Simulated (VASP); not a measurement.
Wanted: the native input for a VASP 6.6.1 run.

- Task: relaxation of the atoms
- Functional: PBEsol
- Potentials or basis: VASP PAW PBE potentials, release 64 (Ta_pv, Si)
- Cutoff: 520 eV
- k mesh: 9 × 9 × 1
- Occupations: gaussian, width 0.1 eV
- Spin: no spin polarisation
- Dipole correction: yes
- Atoms held fixed (from 0): [0, 1]
- Further INCAR settings: ALGO = Fast; EDIFF = 1e-07; IBRION = 2; EDIFFG = -0.03; NSW = 90

The structure of Ta5Si lies in POSCAR:

```
Ta5Si
1.0
    3.2805195246      0.0000000000      0.0000000000
    0.0000000000      3.2805195246      0.0000000000
    0.0000000000      0.0000000000     25.5610390493
Ta Si
5 1
Selective dynamics
Direct
    0.5000000000      0.5000000000      0.3325373427  F F F
    0.0000000000      0.0000000000      0.3967076512  F F F
    0.5000000000      0.5000000000      0.4611411122  T T T
    0.0000000000      0.0000000000      0.5263369554  T T T
    0.5000000000      0.5000000000      0.5815099114  T T T
    0.0000000000      0.0000000000      0.6441051759  T T T
```

The input as run:

INCAR

```
PREC = Accurate
ENCUT = 520
EDIFF = 1E-7
ISMEAR = 0
SIGMA = 0.1
LREAL = False
LASPH = True
NELM = 100
ALGO = Fast
ISIF = 2
LWAVE = False
LCHARG = False
LDIPOL = True
IDIPOL = 3
DIPOL = 0.5 0.5 0.490
GGA = PS
IBRION = 2
NSW = 90
EDIFFG = -0.03
```

KPOINTS

```
regular mesh
0
Gamma
  9 9 1
```

Potentials or basis: VASP PAW PBE potentials, release 64 (Ta_pv, Si).

Launch:

```sh
$ cat potpaw_PBE.64/Ta_pv/POTCAR potpaw_PBE.64/Si/POTCAR > POTCAR
$ mpirun -np 1 vasp_std > vasp.out
```

Results of the run:

```json
{"Energy gained by relaxing": "107.6 meV/atom", "Ionic steps": "16", "Band gap on the k mesh": "zero (an odd number of electrons rules out a gap without spin polarisation)"}
```

Caveat: spin-orbit coupling is left out, which moves the levels of the heavy elements.

Wall time 70 min on 1 thread of Oxide Virtual Turin-like Processor, with other jobs on the host, peak memory 0.45 GiB.
